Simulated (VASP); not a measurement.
# CaO (P6_3/mmc) in VASP: notebook, part 2 of 2

VASP 6.6.1. Earlier steps stand in the parts before.

## (4) Single point, PBE

This run uses another cell than the first one, of 16.69 Å³/atom.

INCAR

```
PREC     = Accurate       # precision mode
ENCUT    = 520            # plane-wave cutoff, eV
EDIFF    = 1E-6           # SCF threshold, eV
ISMEAR   = 0              # smearing method
SIGMA    = 0.01           # smearing width, eV
LREAL    = F              # projectors in reciprocal space
LASPH    = T              # aspherical terms in the spheres
NELM     = 80             # most SCF steps
ALGO     = Normal         # electronic algorithm
ISIF     = 2              # what is computed and relaxed
LWAVE    = F              # write WAVECAR
LCHARG   = F              # write CHGCAR
GGA      = PE             # functional
NBANDS   = 24             # bands
```

KPOINTS

```
regular mesh
0
Gamma
  6 6 4
```

POSCAR

```
CaO
1.0
    4.0039165084      0.0000000000      0.0000000000
   -2.0019582542      3.4674934109      0.0000000000
    0.0000000000      0.0000000000      4.8085932766
Ca O
2 2
Direct
    0.3333333333      0.6666666667      0.2500000000
    0.6666666667      0.3333333333      0.7500000000
    0.6666666667      0.3333333333      0.2500000000
    0.3333333333      0.6666666667      0.7500000000
```

Potentials or basis: VASP PAW PBE potentials, release 64 (Ca_sv, O).

Launch:

```
cat potpaw_PBE.64/Ca_sv/POTCAR potpaw_PBE.64/O/POTCAR > POTCAR
mpirun -np 1 vasp_std > vasp.out
```

OUTCAR:

```text
PREC = Accurate
   ENCUT = 520
   EDIFF = 1E-6
   ISMEAR = 0
   LREAL = F
   LASPH = T
   NELM = 80
   ISIF = 2
   GGA = PE

 ion  position               nearest neighbor table
   1  0.333  0.667  0.250-   3 2.31   3 2.31   3 2.31   4 2.40   4 2.40
   2  0.667  0.333  0.750-   4 2.31   4 2.31   4 2.31   3 2.40   3 2.40
   3  0.667  0.333  0.250-   1 2.31   1 2.31   1 2.31   2 2.40   2 2.40
   4  0.333  0.667  0.750-   2 2.31   2 2.31   2 2.31   1 2.40   1 2.40

  LATTYP: Found a hexagonal cell.
 ALAT       =     4.0039165084
 C/A-ratio  =     1.2009724145

  Lattice vectors:

 A1 = (   4.0039165084,   0.0000000000,   0.0000000000)
 A2 = (  -2.0019582542,   3.4674934109,   0.0000000000)
 A3 = (   0.0000000000,   0.0000000000,   4.8085932766)

Analysis of symmetry for initial positions (statically):
=====================================================================
 Subroutine PRICEL returns:
 Original cell was already a primitive cell.

 Routine SETGRP: Setting up the symmetry group for a
 hexagonal supercell.

 Subroutine GETGRP returns: Found 24 space group operations
[... 167 lines left out ...]

 E-fermi :   1.3948     XC(G=0):  -9.3469

 val. band max:        1.2908024862   @ k =   0.0000   0.0000   0.0000
 cond. band min:       4.4187911384   @ k =   0.0000   0.0000   0.0000
 fundamental gap:      3.1279886522
 Fermi energy:         1.3947978240

 k-point     1 :       0.0000    0.0000    0.0000
  band No.  band energies     occupation
      1     -36.4082      2.00000
      2     -36.2843      2.00000
      3     -17.7325      2.00000
      4     -17.5005      2.00000
      5     -17.5005      2.00000
      6     -17.3129      2.00000
[... 556 lines left out ...]
     23       9.7557      0.00000
     24       9.7557      0.00000

------------------------ aborting loop because EDIFF is reached ----------------------------------------

  FORCE on cell =-STRESS in cart. coord.  units (eV):
  Direction    XX          YY          ZZ          XY          YZ          ZX
  --------------------------------------------------------------------------------------
  -------------------------------------------------------------------------------------
  Total        0.1982674      0.1982674      0.1984276     -0.0000000      0.0000000      0.0000000
  in kB        4.7582049      4.7582049      4.7620502     -0.0000000      0.0000000      0.0000000
  external PRESSURE =       4.7594867 kB  Pullay stress =       0.0000000 kB

 VOLUME and BASIS-vectors are now :
 -----------------------------------------------------------------------------
  energy-cutoff  :      520.00
  volume of cell :       66.76
      direct lattice vectors                 reciprocal lattice vectors
     4.003916508  0.000000000  0.000000000     0.249755458  0.144196381  0.000000000
    -2.001958254  3.467493411  0.000000000     0.000000000  0.288392761  0.000000000
     0.000000000  0.000000000  4.808593277     0.000000000  0.000000000  0.207961028

 POSITION                                       TOTAL-FORCE (eV/Angst)
 -----------------------------------------------------------------------------------
     -0.00000      2.31166      1.20215        -0.000000     -0.000000      0.000000
      2.00196      1.15583      3.60644        -0.000000      0.000000      0.000000
      2.00196      1.15583      1.20215         0.000000      0.000000      0.000000
     -0.00000      2.31166      3.60644         0.000000     -0.000000      0.000000
 -----------------------------------------------------------------------------------
    total drift:                               -0.000000      0.000000     -0.000000

  FREE ENERGIE OF THE ION-ELECTRON SYSTEM (eV)
  ---------------------------------------------------
  free  energy   TOTEN  =       -25.3502762393 eV

  energy  without entropy=      -25.3502762393  energy(sigma->0) =      -25.35027624
```

OSZICAR:

```text
N       E                     dE             d eps       ncg     rms          rms(c)
DAV:   1     0.329263164176E+03    0.32926E+03   -0.16485E+04  1008   0.133E+03
DAV:   2    -0.227938253124E+01   -0.33154E+03   -0.31209E+03  1200   0.390E+02
DAV:   3    -0.292271425824E+02   -0.26948E+02   -0.26765E+02  1640   0.106E+02
DAV:   4    -0.301074228808E+02   -0.88028E+00   -0.87893E+00  1432   0.172E+01
DAV:   5    -0.301263425773E+02   -0.18920E-01   -0.18919E-01  1432   0.194E+00    0.131E+01
DAV:   6    -0.254756877879E+02    0.46507E+01   -0.22186E+01  1432   0.299E+01    0.546E+00
DAV:   7    -0.253986398345E+02    0.77048E-01   -0.25614E+00  1336   0.104E+01    0.283E+00
DAV:   8    -0.253583938937E+02    0.40246E-01   -0.36659E-01  1432   0.463E+00    0.957E-01
DAV:   9    -0.253463809595E+02    0.12013E-01   -0.10522E-01  1280   0.193E+00    0.232E-01
DAV:  10    -0.253505590611E+02   -0.41781E-02   -0.10857E-02  1152   0.696E-01    0.155E-01
DAV:  11    -0.253504297403E+02    0.12932E-03   -0.65603E-03  1280   0.434E-01    0.103E-01
DAV:  12    -0.253502734193E+02    0.15632E-03   -0.10087E-03  1240   0.229E-01    0.143E-02
DAV:  13    -0.253502755840E+02   -0.21647E-05   -0.48541E-05  1376   0.485E-02    0.639E-03
DAV:  14    -0.253502762393E+02   -0.65534E-06   -0.42219E-06  1144   0.122E-02
   1 F= -.25350276E+02 E0= -.25350276E+02  d E =-.420710E-51
```

Wall time 16 s (1 thread of Intel Xeon 6975P-C (Granite Rapids), shared host); peak memory 0.18 GiB.

What came out:

```yaml
Free_energy: -25.3503 eV
Pressure: 0.5 GPa
Band_gap_on_the_k_mesh: 3.13 eV
```

Levels at points of the mesh, in eV from the valence-band top:
| k point | band 12 | band 13 | band 14 | band 15 | band 16 | band 17 | band 18 | band 19 | band 20 | band 21 |
| --- | --- | --- | --- | --- | --- | --- | --- | --- | --- | --- |
| (0.00, 0.00, 0.00) | -1.18 | -1.13 | -1.13 | -1.10 | 0.00 | 3.13 | 6.11 | 6.11 | 7.63 | 7.66 |
| (0.50, 0.00, 0.00) | -1.05 | -0.85 | -0.84 | -0.60 | -0.38 | 4.67 | 5.23 | 5.24 | 7.55 | 7.67 |
| (0.00, 0.00, 0.50) | -1.56 | -1.27 | -1.27 | -1.27 | -1.27 | 4.93 | 4.93 | 7.71 | 7.71 | 7.71 |
| (0.50, 0.00, 0.50) | -2.05 | -1.04 | -1.04 | -0.75 | -0.75 | 5.33 | 5.33 | 7.27 | 7.27 | 7.89 |

## (5) Single point, PBE (17.19 Å³/atom)

This run uses another cell than the first one, of 17.19 Å³/atom.

INCAR

```
SYSTEM = CaO
PREC     = Accurate       ! precision mode
ENCUT    = 520            ! plane-wave cutoff, eV
EDIFF    = 1E-6           ! SCF threshold, eV
ISMEAR   = 0              ! smearing method
SIGMA    = 0.01           ! smearing width, eV
LREAL    = .False.        ! projectors in reciprocal space
LASPH    = .True.         ! aspherical terms in the spheres
NELM     = 100            ! most SCF steps
ALGO     = Normal         ! electronic algorithm
ISIF     = 2              ! what is computed and relaxed
LWAVE    = .False.        ! write WAVECAR
LCHARG   = .True.         ! write CHGCAR
GGA      = PE             ! functional
LELF     = .True.         ! ELF
LVHAR    = .True.       
NBANDS   = 24             ! bands
```

KPOINTS

```
regular mesh
0
Gamma
  6 6 4
  0 0 0
```

POSCAR

```
CaO
1.0
    4.0435618244      0.0000000000      0.0000000000
   -2.0217809122      3.5018272617      0.0000000000
    0.0000000000      0.0000000000      4.8562062075
Ca O
2 2
Direct
    0.3333333333      0.6666666667      0.2500000000
    0.6666666667      0.3333333333      0.7500000000
    0.6666666667      0.3333333333      0.2500000000
    0.3333333333      0.6666666667      0.7500000000
```

Potentials or basis: VASP PAW PBE potentials, release 64 (Ca_sv, O).

Launch:

```
cat potpaw_PBE.64/Ca_sv/POTCAR potpaw_PBE.64/O/POTCAR > POTCAR
mpirun -np 1 vasp_std > vasp.out
```

OUTCAR:

```text
SYSTEM = CaO
   PREC = Accurate
   ENCUT = 520
   EDIFF = 1E-6
   ISMEAR = 0
   LREAL = .False.
   LASPH = .True.
   NELM = 100
   ISIF = 2
   GGA = PE

 ion  position               nearest neighbor table
   1  0.333  0.667  0.250-   3 2.33   3 2.33   3 2.33   4 2.43   4 2.43
   2  0.667  0.333  0.750-   4 2.33   4 2.33   4 2.33   3 2.43   3 2.43
   3  0.667  0.333  0.250-   1 2.33   1 2.33   1 2.33   2 2.43   2 2.43
   4  0.333  0.667  0.750-   2 2.33   2 2.33   2 2.33   1 2.43   1 2.43

  LATTYP: Found a hexagonal cell.
 ALAT       =     4.0435618244
 C/A-ratio  =     1.2009724145

  Lattice vectors:

 A1 = (   4.0435618244,   0.0000000000,   0.0000000000)
 A2 = (  -2.0217809122,   3.5018272617,   0.0000000000)
 A3 = (   0.0000000000,   0.0000000000,   4.8562062075)

Analysis of symmetry for initial positions (statically):
=====================================================================
 Subroutine PRICEL returns:
 Original cell was already a primitive cell.

 Routine SETGRP: Setting up the symmetry group for a
 hexagonal supercell.

 Subroutine GETGRP returns: Found 24 space group operations
 (whereof 12 operations were pure point group operations)
[... 165 lines left out ...]

 E-fermi :   1.2424     XC(G=0):  -9.2167

 val. band max:        1.1524865857   @ k =   0.0000   0.0000   0.0000
 cond. band min:       4.1765185476   @ k =   0.0000   0.0000   0.0000
 fundamental gap:      3.0240319620
 Fermi energy:         1.2424240867

 k-point     1 :       0.0000    0.0000    0.0000
  band No.  band energies     occupation
      1     -36.6738      2.00000
      2     -36.5650      2.00000
      3     -17.9629      2.00000
      4     -17.7565      2.00000
      5     -17.7565      2.00000
      6     -17.5864      2.00000
[... 556 lines left out ...]
     23       9.4404      0.00000
     24       9.4404      0.00000

------------------------ aborting loop because EDIFF is reached ----------------------------------------

  FORCE on cell =-STRESS in cart. coord.  units (eV):
  Direction    XX          YY          ZZ          XY          YZ          ZX
  --------------------------------------------------------------------------------------
  -------------------------------------------------------------------------------------
  Total       -0.8078920     -0.8078920     -0.9168004      0.0000000      0.0000000      0.0000000
  in kB      -18.8238289    -18.8238289    -21.3613863      0.0000000      0.0000000      0.0000000
  external PRESSURE =     -19.6696814 kB  Pullay stress =       0.0000000 kB

 VOLUME and BASIS-vectors are now :
 -----------------------------------------------------------------------------
  energy-cutoff  :      520.00
  volume of cell :       68.76
      direct lattice vectors                 reciprocal lattice vectors
     4.043561824  0.000000000  0.000000000     0.247306717  0.142782600  0.000000000
    -2.021780912  3.501827262  0.000000000     0.000000000  0.285565199  0.000000000
     0.000000000  0.000000000  4.856206207     0.000000000  0.000000000  0.205922063

 POSITION                                       TOTAL-FORCE (eV/Angst)
 -----------------------------------------------------------------------------------
     -0.00000      2.33455      1.21405        -0.000000     -0.000000      0.000000
      2.02178      1.16728      3.64215        -0.000000      0.000000      0.000000
      2.02178      1.16728      1.21405         0.000000     -0.000000      0.000000
     -0.00000      2.33455      3.64215        -0.000000      0.000000      0.000000
 -----------------------------------------------------------------------------------
    total drift:                                0.000000     -0.000000      0.000000

  FREE ENERGIE OF THE ION-ELECTRON SYSTEM (eV)
  ---------------------------------------------------
  free  energy   TOTEN  =       -25.3424720842 eV

  energy  without entropy=      -25.3424720842  energy(sigma->0) =      -25.34247208
```

OSZICAR:

```text
N       E                     dE             d eps       ncg     rms          rms(c)
DAV:   1     0.325555207390E+03    0.32556E+03   -0.16413E+04  1008   0.132E+03
DAV:   2    -0.270440132630E+01   -0.32826E+03   -0.31086E+03  1160   0.388E+02
DAV:   3    -0.291582798461E+02   -0.26454E+02   -0.26286E+02  1648   0.105E+02
DAV:   4    -0.300713510110E+02   -0.91307E+00   -0.91185E+00  1432   0.176E+01
DAV:   5    -0.300984155095E+02   -0.27064E-01   -0.27064E-01  1432   0.211E+00    0.131E+01
DAV:   6    -0.254845563450E+02    0.46139E+01   -0.22643E+01  1440   0.298E+01    0.560E+00
DAV:   7    -0.253898661504E+02    0.94690E-01   -0.25637E+00  1352   0.104E+01    0.283E+00
DAV:   8    -0.253479677856E+02    0.41898E-01   -0.35105E-01  1368   0.452E+00    0.903E-01
DAV:   9    -0.253383994030E+02    0.95684E-02   -0.95381E-02  1304   0.179E+00    0.235E-01
DAV:  10    -0.253427428903E+02   -0.43435E-02   -0.10988E-02  1120   0.675E-01    0.150E-01
DAV:  11    -0.253426419397E+02    0.10095E-03   -0.65669E-03  1312   0.420E-01    0.106E-01
DAV:  12    -0.253424684662E+02    0.17347E-03   -0.10825E-03  1168   0.228E-01    0.133E-02
DAV:  13    -0.253424713507E+02   -0.28845E-05   -0.52137E-05  1400   0.506E-02    0.648E-03
DAV:  14    -0.253424720842E+02   -0.73355E-06   -0.53855E-06  1160   0.133E-02
   1 F= -.25342472E+02 E0= -.25342472E+02  d E =-.291105E-39
```

Run time: 18 s. Hardware: 1 thread of Intel Xeon 6975P-C (Granite Rapids), shared host; peak memory 0.18 GiB.

Results:

```
Free energy            : -25.3425 eV
Pressure               : -2.0 GPa
Band gap on the k mesh : 3.02 eV
```

## (6) The runs side by side

| cell | gap on the mesh (eV) | pressure (GPa) |
| --- | --- | --- |
| a = 3.922, b = 3.922, c = 4.710 Å, angles 90.0, 90.0, 120.0°, 4 atoms | 3.35 | 6.7 |
| a = 3.963, b = 3.963, c = 4.760 Å, angles 90.0, 90.0, 120.0°, 4 atoms | 3.24 | 3.3 |
| a = 4.004, b = 4.004, c = 4.809 Å, angles 90.0, 90.0, 120.0°, 4 atoms | 3.13 | 0.5 |
| a = 4.044, b = 4.044, c = 4.856 Å, angles 90.0, 90.0, 120.0°, 4 atoms | 3.02 | -2.0 |

Alike in all rows: task single point; level PBE; potentials or basis VASP PAW PBE potentials, release 64 (Ca_sv, O); no spin polarisation; k mesh 6 × 6 × 4; cutoff (eV) 520; smearing gaussian 0.01 eV.

Caveats: the cell stands under pressure (at least some runs).

Absolute energies hang on the potentials; compare differences alone.
